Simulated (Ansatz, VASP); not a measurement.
# One calculation of Al3Cu2, two programs

The input INCAR:

```
SYSTEM = Al3Cu2
  ALGO = Fast
  EDIFF = 1E-6
  ENCUT = 520
  GGA = PS
  ISIF = 2
  ISMEAR = 0
  LASPH = .TRUE.
  LCHARG = .FALSE.
  LREAL = .FALSE.
  LWAVE = .FALSE.
  NBANDS = 24
  NELM = 100
  PREC = Accurate
  SIGMA = 0.15
```

KPOINTS

```
k-points
0
G
  12 12 10
  0 0 0
```

Contents of POSCAR:

```
Al3Cu2
1.0
    4.0985856014      0.0000000000      0.0000000000
   -2.0492928007      3.5494792504      0.0000000000
    0.0000000000      0.0000000000      4.9821008425
Al Cu
3 2
Direct
    0.0000000000      0.0000000000      0.0000000000
    0.3305160187      0.6610320373      0.3515059809
    0.6666666667      0.3333333333      0.6484940191
    0.3333333333      0.6666666667      0.8422899817
    0.6666666667      0.3333333333      0.1577100183
```

Input for Ansatz:

```yaml
crystal:
  lattice:
    - [4.0985856014, 0.0, 0.0]
    - [-2.0492928007, 3.5494792504, 0.0]
    - [0.0, 0.0, 4.9821008425]
  atoms:
    - { symbol: Al, position: [0.0, 0.0, 0.0] }
    - { symbol: Al, position: [0.3305160187, 0.6610320373, 0.3515059809] }
    - { symbol: Al, position: [0.6666666667, 0.3333333333, 0.6484940191] }
    - { symbol: Cu, position: [0.3333333333, 0.6666666667, 0.8422899817] }
    - { symbol: Cu, position: [0.6666666667, 0.3333333333, 0.1577100183] }
basis:
  ecutwfc: 420
kpoints:
  mp_grid: { grid: [12, 12, 10] }
hamiltonian:
  xc: pbesol
scf:
  occupations: { method: gaussian, width: 0.15 }
output:
  forces: true
  stress: true
  eigenvalues: true
```

Alike in both runs: task single point; functional PBEsol; k mesh 12 × 12 × 10; occupations gaussian, width 0.15 eV; no spin polarisation.

|  | VASP | Ansatz |
| --- | --- | --- |
| version | VASP 6.6.1 | Ansatz 0.2.0 |
| potentials or method | VASP PAW PBE potentials, release 64 (Al, Cu), cutoff 520 eV | scalar-relativistic, plane waves, PAW |
| valence electrons in the cell | 31 | 47 |

Ansatz gave:

```
gap on the k mesh at the Fermi level (eV)                     : none
pressure (GPa)                                                : 0.0
traceless stress, the component that is largest in VASP (GPa) : -0.25
rms of the force components (eV/Å)                            : 0.029
```

Q: Which values does VASP return?

A: gap on the k mesh at the Fermi level (eV): none; pressure (GPa): 0.4; traceless stress, the component that is largest in VASP (GPa): -0.27; rms of the force components (eV/Å): 0.029.

VASP's potentials were made for PBE, not for PBEsol. Atom by atom the forces differ by 0.002 eV/Å (rms over components). A gap of «none» marks a metal or a gap that the smearing closes. VASP's potentials hold 31 valence electrons a cell and Ansatz's 47, so a difference there can come from the potentials and not from the codes.
